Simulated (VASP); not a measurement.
Write the native input for VASP 6.6.1 that does the following.

```
Task                   : relaxation of cell and atoms
Functional             : PBEsol
Dispersion             : D3(BJ)
Potentials or basis    : VASP PAW PBE potentials, release 64 (W_sv, S)
Cutoff                 : 600 eV
k mesh                 : 9 × 9 × 9
Occupations            : fermi-dirac, width 0.05 eV
Spin                   : no spin polarisation
Dipole correction      : no
Further INCAR settings : ALGO = Normal; EDIFF = 1e-06; IBRION = 2; EDIFFG = -0.01; NSW = 60; ISIF = 3
```

The structure of WS lies in POSCAR:

```
WS
1.0
    3.0078900000      0.0000000000      0.0000000000
    0.0000000000      3.0078900000      0.0000000000
    0.0000000000      0.0000000000      3.0078900000
W S
1 1
Direct
    0.5000000000      0.5000000000      0.5000000000
    0.0000000000      0.0000000000      0.0000000000
```

One way to write it, as run:

INCAR

```
SYSTEM = WS
PREC = Accurate
ENCUT = 600
EDIFF = 1E-6
ISMEAR = -1
SIGMA = 0.05
LREAL = .False.
LASPH = .True.
NELM = 80
ALGO = Normal
ISIF = 3
LWAVE = .False.
LCHARG = .False.
GGA = PS
IVDW = 12
IBRION = 2
NSW = 60
EDIFFG = -0.01
```

KPOINTS

```
regular mesh
0
Gamma
  9 9 9
  0 0 0
```

Potentials or basis: VASP PAW PBE potentials, release 64 (W_sv, S).

Launch:

```console
$ cat potpaw_PBE.64/W_sv/POTCAR potpaw_PBE.64/S/POTCAR > POTCAR
$ mpirun -np 1 vasp_std > vasp.out
```

It gave:

The relaxed volume is 12.88 Å³/atom. The relaxed cell is a = 2.953 Å, b = 2.953 Å, c = 2.953 Å, α = 90.00°, β = 90.00°, γ = 90.00° and the space group after relaxing (to 0.1 Å) is Pm-3m (No. 221). The energy gained by relaxing is 33.4 meV/atom, the ionic steps are 7 and the pressure after relaxing is 0.0 GPa. The band gap on the k mesh is zero (bands 10 and 11 overlap by 2.72 eV). The dispersion energy per atom is -0.625 eV.

Caveat: the PAW data sets were made with another functional, which shifts forces and pressure a little; spin-orbit coupling is left out, which moves the levels of the heavy elements.

Run time: 40 s on 1 thread of Intel Xeon 8259CL (shared host), peak memory 0.17 GiB.
